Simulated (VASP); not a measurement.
# Ti (P6_3/mmc) in VASP: single point with PBEsol

Aim: the single point of Ti with PBEsol.

Everything below comes from runs of VASP 6.6.1. Logs are shortened: lines on timing, memory, paths and dates and some standing lists are left out, and cuts for length are marked.

## (1) The cell of the first run

The structure is hexagonal, space group P6_3/mmc (No. 194). Conventional cell: a = 2.900 Å, b = 2.900 Å, c = 4.591 Å, α = 90.00°, β = 90.00°, γ = 120.00°. Within 3.7 Å of Ti (site symmetry -6m2) lie 12 Ti at 2.84 to 2.90 Å.

## (2) Single point, PBEsol

Contents of INCAR:

```
SYSTEM = Ti
PREC     = Accurate       ! precision mode
ENCUT    = 500            ! plane-wave cutoff, eV
EDIFF    = 1E-6           ! SCF threshold, eV
ISMEAR   = 0              ! smearing method
SIGMA    = 0.15           ! smearing width, eV
LREAL    = .False.        ! projectors in reciprocal space
LASPH    = .True.         ! aspherical terms in the spheres
NELM     = 120            ! most SCF steps
ALGO     = Normal         ! electronic algorithm
ISIF     = 2              ! what is computed and relaxed
LWAVE    = .False.        ! write WAVECAR
LCHARG   = .False.        ! write CHGCAR
GGA      = PS             ! functional
NBANDS   = 45             ! bands
GGA_COMPAT= .False.
```

Contents of KPOINTS:

```
regular mesh
0
Gamma
  17 17 4
  0 0 0
```

Contents of POSCAR:

```
Ti
1.0
   -1.4500939102     -2.5116363282      0.0000000000
    1.4500939102     -2.5116363282      0.0000000000
    0.0000000000      0.0000000000     13.7724327553
Ti
6
Direct
    0.6666666667      0.6666666667      0.0833333333
    0.6666666667      0.6666666667      0.4166666667
    0.6666666667      0.6666666667      0.7500000000
    0.3333333333      0.3333333333      0.2500000000
    0.3333333333      0.3333333333      0.5833333333
    0.3333333333      0.3333333333      0.9166666667
```

Potentials or basis: VASP PAW PBE potentials, release 64 (Ti_sv).

The run is started by

```bash
> cat potpaw_PBE.64/Ti_sv/POTCAR > POTCAR
> mpirun -np 1 vasp_std > vasp.out
```

OUTCAR:

```text
SYSTEM = Ti
   PREC = Accurate
   ENCUT = 500
   EDIFF = 1E-6
   ISMEAR = 0
   LREAL = .False.
   LASPH = .True.
   NELM = 120
   ISIF = 2
   GGA = PS

 ion  position               nearest neighbor table
   1  0.667  0.667  0.083-   6 2.84   6 2.84   6 2.84   4 2.84   4 2.84   4 2.84
   2  0.667  0.667  0.417-   5 2.84   5 2.84   5 2.84   4 2.84   4 2.84   4 2.84
   3  0.667  0.667  0.750-   5 2.84   6 2.84   5 2.84   6 2.84   5 2.84   6 2.84
   4  0.333  0.333  0.250-   1 2.84   2 2.84   1 2.84   2 2.84   1 2.84   2 2.84
   5  0.333  0.333  0.583-   2 2.84   2 2.84   2 2.84   3 2.84   3 2.84   3 2.84
   6  0.333  0.333  0.917-   1 2.84   1 2.84   1 2.84   3 2.84   3 2.84   3 2.84

  LATTYP: Found a hexagonal cell.
 ALAT       =     2.9001878204
 C/A-ratio  =     4.7488071836

  Lattice vectors:

 A1 = (  -1.4500939102,   2.5116363282,   0.0000000000)
 A2 = (  -1.4500939102,  -2.5116363282,   0.0000000000)
 A3 = (   0.0000000000,   0.0000000000,  13.7724327553)

Analysis of symmetry for initial positions (statically):
=====================================================================
 Subroutine PRICEL returns following result:

  LATTYP: Found a hexagonal cell.
 ALAT       =     2.9001878204
 C/A-ratio  =     1.5829357282

  Lattice vectors:

 A1 = (  -1.4500939102,   2.5116363282,   0.0000000000)
 A2 = (  -1.4500939102,  -2.5116363282,   0.0000000000)
 A3 = (   0.0000000000,   0.0000000000,   4.5908109194)

   3 primitive cells build up your supercell.

 Routine SETGRP: Setting up the symmetry group for a
 hexagonal supercell.

 Subroutine GETGRP returns: Found 24 space group operations
 (whereof 12 operations were pure point group operations)
 out of a pool of 24 trial point group operations.

The static configuration has the point symmetry D_3d.
 The point group associated with its full space group is D_6h.

Analysis of symmetry for dynamics (positions and initial velocities):
=====================================================================
 Subroutine PRICEL returns following result:

  LATTYP: Found a hexagonal cell.
 ALAT       =     2.9001878204
 C/A-ratio  =     1.5829357282

  Lattice vectors:

 A1 = (  -1.4500939102,   2.5116363282,   0.0000000000)
 A2 = (  -1.4500939102,  -2.5116363282,   0.0000000000)
 A3 = (   0.0000000000,   0.0000000000,   4.5908109194)

   3 primitive cells build up your supercell.

 Routine SETGRP: Setting up the symmetry group for a
 hexagonal supercell.

 Subroutine GETGRP returns: Found 24 space group operations
 (whereof 12 operations were pure point group operations)
 out of a pool of 24 trial point group operations.

The dynamic configuration has the point symmetry D_3d.
 The point group associated with its full space group is D_6h.

 Subroutine INISYM returns: Found 24 space group operations
 (whereof 12 operations are pure point group operations),
 and found     3 'primitive' translations

----------------------------------------------------------------------------------------

                                     Primitive cell

  volume of cell :      33.4405

  direct lattice vectors                    reciprocal lattice vectors
    -1.450093910  2.511636328  0.000000000    -0.344805255  0.199073407  0.000000000
    -1.450093910 -2.511636328  0.000000000    -0.344805255 -0.199073407  0.000000000
     0.000000000  0.000000000  4.590810919     0.000000000  0.000000000  0.217826440

  length of vectors
     2.900187820  2.900187820  4.590810919     0.398146813  0.398146813  0.217826440

  position of ions in fractional coordinates (direct lattice)
     0.333333333  0.666666667  0.250000000
     0.666666667  0.333333333  0.750000000

  ion indices of the primitive-cell ions
   primitive index   ion index
                 1           1
                 2           6

----------------------------------------------------------------------------------------

 KPOINTS: regular mesh

Automatic generation of k-mesh.
 Grid dimensions read from file:
 generate k-points for:   17   17    4

 Generating k-lattice:

  Cartesian coordinates                     Fractional coordinates (reciprocal lattice)
    -0.020282662 -0.011710200  0.000000000     0.058823529  0.000000000  0.000000000
     0.020282662 -0.011710200  0.000000000     0.000000000  0.058823529  0.000000000
     0.000000000  0.000000000  0.018152203     0.000000000  0.000000000  0.250000000

  Length of vectors
     0.023420401  0.023420401  0.018152203

  Shift w.r.t. Gamma in fractional coordinates (k-lattice)
     0.000000000  0.000000000  0.000000000

 Subroutine IBZKPT returns following result:
 ===========================================

 Found     99 irreducible k-points:

 Following reciprocal coordinates:
            Coordinates               Weight
  0.000000  0.000000  0.000000      1.000000
  0.058824  0.000000  0.000000      6.000000
  0.117647  0.000000  0.000000      6.000000
  0.176471  0.000000  0.000000      6.000000
  0.235294  0.000000  0.000000      6.000000
  0.294118  0.000000  0.000000      6.000000
[... 16 lines left out ...]
 -0.470588  0.117647  0.000000     12.000000
  0.352941  0.176471  0.000000      6.000000
 [... further k-points ...]
   k-points           NKPTS =     99   k-points in BZ     NKDIM =     99   number of bands    NBANDS=     45
   number of dos      NEDOS =    301   number of ions     NIONS =      6
   total plane-waves  NPLWV =  57600
   dimension x,y,z NGX =    24 NGY =   24 NGZ =  100
   dimension x,y,z NGXF=    48 NGYF=   48 NGZF=  200
   ions per type =               6
   NGX,Y,Z   is equivalent  to a cutoff of  13.76, 13.76, 12.07 a.u.
   NGXF,Y,Z  is equivalent  to a cutoff of  27.51, 27.51, 24.14 a.u.
 SYSTEM =  Ti
   PREC   = accura    normal or accurate (medium, high low for compatibility)
   ISTART =      0    job   : 0-new  1-cont  2-samecut
   ICHARG =      2    charge: 1-file 2-atom 10-const
   ISPIN  =      1    spin polarized calculation?
   LNONCOLLINEAR =      F non collinear calculations
   LSORBIT =      F    spin-orbit coupling
   LASPH  =      T    aspherical Exc in radial PAW
   ENCUT  =  500.0 eV  36.75 Ry    6.06 a.u.   5.29  5.29 25.11*2*pi/ulx,y,z
   NELM   =    120;   NELMIN=  2; NELMDL= -5     # of ELM steps
   EDIFF  = 0.1E-05   stopping-criterion for ELM
   LREAL  =      F    real-space projection
   EDIFFG = 0.1E-04   stopping-criterion for IOM
   NSW    =      0    number of steps for IOM
   IBRION =     -1    ionic relax: 0-MD 1-quasi-New 2-CG
   NFREE  =      0    steps in history (QN), initial steepest desc. (CG)
   ISIF   =      2    stress and relaxation
   ISYM   =      2    0-nonsym 1-usesym 2-fastsym
   POTIM  = 0.5000    time-step for ionic-motion
   TEBEG  =    0.0;   TEEND  =   0.0 temperature during run
   PSTRESS=    0.0 pullay stress
   NELECT =      72.0000    total number of electrons
   NUPDOWN=      -1.0000    fix difference up-down
   EMIN   =  10.00;   EMAX   =-10.00  energy-range for DOS
   EFERMI =   0.00;   METHOD = LEGACY
   ISMEAR =     0;   SIGMA  =   0.15  broadening in eV -4-tet -1-fermi 0-gaus
   EFERMI_NEDOS =   21; number of points for ismear=-14 and -15
   IALGO  =     38    algorithm
   IMIX   =      4    mixing-type and parameters
     AMIX     =   0.40;   BMIX     =  1.00
     AMIX_MAG =   1.60;   BMIX_MAG =  1.00
  volume/ion in A,a.u.               =      16.72       112.83
  Fermi-wavevector in a.u.,A,eV,Ry     =   1.465732  2.769831 29.230341  2.148369
  Thomas-Fermi vector in A             =   2.581554
   LORBIT       =      0    0 simple, 1 ext, 2 COOP (PROOUT), +10 PAW based schemes
   GGA     = PS    functional components
   LHFCALC =     F    Hartree Fock is set to
   AEXX    =    0.0000 exact exchange contribution
   IVDW    =     0    specifies the selected vdW correction
   LEPSILON=     F    determine dielectric tensor
   LRPA    =     F    only Hartree local field effects (RPA)
 non-spin polarized calculation
 Gauss-broadening in eV      SIGMA  =   0.15
  energy-cutoff  :      500.00
  volume of cell :      100.32
 maximum number of plane-waves:      2571
 NGX is ok and might be reduce to    24
   NGX = 11   NGY = 11   NGZ = 51

 number of electron      71.9999989 magnetization

 Free energy of the ion-electron system (eV)
  ---------------------------------------------------
  ext. energy  EPLUGINS =         0.00000000
  ---------------------------------------------------
  free energy    TOTEN  =       -50.06966692 eV

  energy without entropy =      -50.00113496  energy(sigma->0) =      -50.03540094

 E-fermi :   8.6145     XC(G=0): -11.8183

 val. band max:        8.5947897880   @ k =  -0.4706   0.1765   0.0000
 cond. band min:       8.6155899549   @ k =   0.1176   0.0588   0.5000
 fundamental gap:      0.0208001669
 Fermi energy:         8.6145201439

 k-point     1 :       0.0000    0.0000    0.0000
  band No.  band energies     occupation
      1     -47.9492      2.00000
      2     -47.9089      2.00000
      3     -47.9089      2.00000
      4     -47.8273      2.00000
      5     -47.8273      2.00000
      6     -47.7861      2.00000
[... 37 lines left out ...]
     44       9.5358      0.00000
     45       9.5393      0.00000

 k-point     2 :       0.0588    0.0000    0.0000
  band No.  band energies     occupation
      1     -47.9452      2.00000
      2     -47.9055      2.00000
      3     -47.9054      2.00000
      4     -47.8251      2.00000
      5     -47.8251      2.00000
      6     -47.7845      2.00000
[... 37 lines left out ...]
     44       9.5928      0.00000
     45       9.6011      0.00000

 k-point     3 :       0.1176    0.0000    0.0000
  band No.  band energies     occupation
      1     -47.9334      2.00000
      2     -47.8955      2.00000
      3     -47.8955      2.00000
      4     -47.8188      2.00000
      5     -47.8187      2.00000
      6     -47.7800      2.00000
[... 37 lines left out ...]
     44       9.7291      0.00000
     45       9.7575      0.00000

 k-point     4 :       0.1765    0.0000    0.0000
  band No.  band energies     occupation
      1     -47.9151      2.00000
      2     -47.8801      2.00000
      3     -47.8801      2.00000
      4     -47.8092      2.00000
      5     -47.8092      2.00000
      6     -47.7735      2.00000
[... 901 lines left out ...]
     44      10.0145      0.00000
     45      10.0145      0.00000

 k-point    23 :      -0.4706    0.1176    0.0000
  band No.  band energies     occupation
      1     -47.8048      2.00000
      2     -47.7927      2.00000
      3     -47.7927      2.00000
      4     -47.7688      2.00000
      5     -47.7688      2.00000
      6     -47.7568      2.00000
[... 37 lines left out ...]
     44      10.1336      0.00000
     45      10.1336      0.00000

 k-point    24 :       0.3529    0.1765    0.0000
  band No.  band energies     occupation
      1     -47.8617      2.00000
      2     -47.8362      2.00000
      3     -47.8362      2.00000
      4     -47.7848      2.00000
      5     -47.7848      2.00000
      6     -47.7590      2.00000
[... 37 lines left out ...]
     44       9.7549      0.00000
     45       9.7962      0.00000

 [... further k-points ...]
[... 5 lines left out ...]
  --------------------------------------------------------------------------------------
  -------------------------------------------------------------------------------------
  Total       -0.1661947     -0.1661947     -0.1978215      0.0000000      0.0000000      0.0000000
  in kB       -2.6542041     -2.6542041     -3.1592982      0.0000000      0.0000000      0.0000000
  external PRESSURE =      -2.8225688 kB  Pullay stress =       0.0000000 kB

 VOLUME and BASIS-vectors are now :
 -----------------------------------------------------------------------------
  energy-cutoff  :      500.00
  volume of cell :      100.32
      direct lattice vectors                 reciprocal lattice vectors
    -1.450093910 -2.511636328  0.000000000    -0.344805255 -0.199073407  0.000000000
     1.450093910 -2.511636328  0.000000000     0.344805255 -0.199073407  0.000000000
     0.000000000  0.000000000 13.772432755     0.000000000  0.000000000  0.072608813

 POSITION                                       TOTAL-FORCE (eV/Angst)
 -----------------------------------------------------------------------------------
      0.00000     -3.34885      1.14770        -0.000000     -0.000000      0.000000
      0.00000     -3.34885      5.73851        -0.000000      0.000000     -0.000000
      0.00000     -3.34885     10.32932        -0.000000     -0.000000      0.000000
      0.00000     -1.67442      3.44311         0.000000      0.000000     -0.000000
      0.00000     -1.67442      8.03392         0.000000      0.000000     -0.000000
      0.00000     -1.67442     12.62473        -0.000000      0.000000     -0.000000
 -----------------------------------------------------------------------------------
    total drift:                                0.000000      0.000000     -0.000000

  FREE ENERGIE OF THE ION-ELECTRON SYSTEM (eV)
  ---------------------------------------------------
  free  energy   TOTEN  =       -50.0696669210 eV

  energy  without entropy=      -50.0011349647  energy(sigma->0) =      -50.03540094
```

Wall time 5.1 min (1 thread of Intel Xeon Platinum 8259CL at 2.50GHz (Skylake/Cascade Lake), shared host); peak memory 0.42 GiB.

Results:

```yaml
Free_energy: -50.0697 eV
Pressure: -0.3 GPa
Band_gap_on_the_k_mesh: zero (bands 36 and 37 overlap by 1.01 eV)
```

Levels at points of the mesh, in eV from the Fermi level:
```
           k point  band 32  band 33  band 34  band 35  band 36  band 37  band 38  band 39  band 40  band 41
(0.00, 0.00, 0.00)     0.04     0.45     0.45     0.61     0.61     0.61     0.61     0.79     0.79     0.90
(0.00, 0.00, 0.50)     0.09     0.51     0.51     0.69     0.69     0.69     0.69     0.69     0.69     0.69
```

Caveat: the PAW data sets were made with another functional, which shifts forces and pressure a little.

The gap in the log of VASP goes by the Fermi energy; the results here count the filled bands.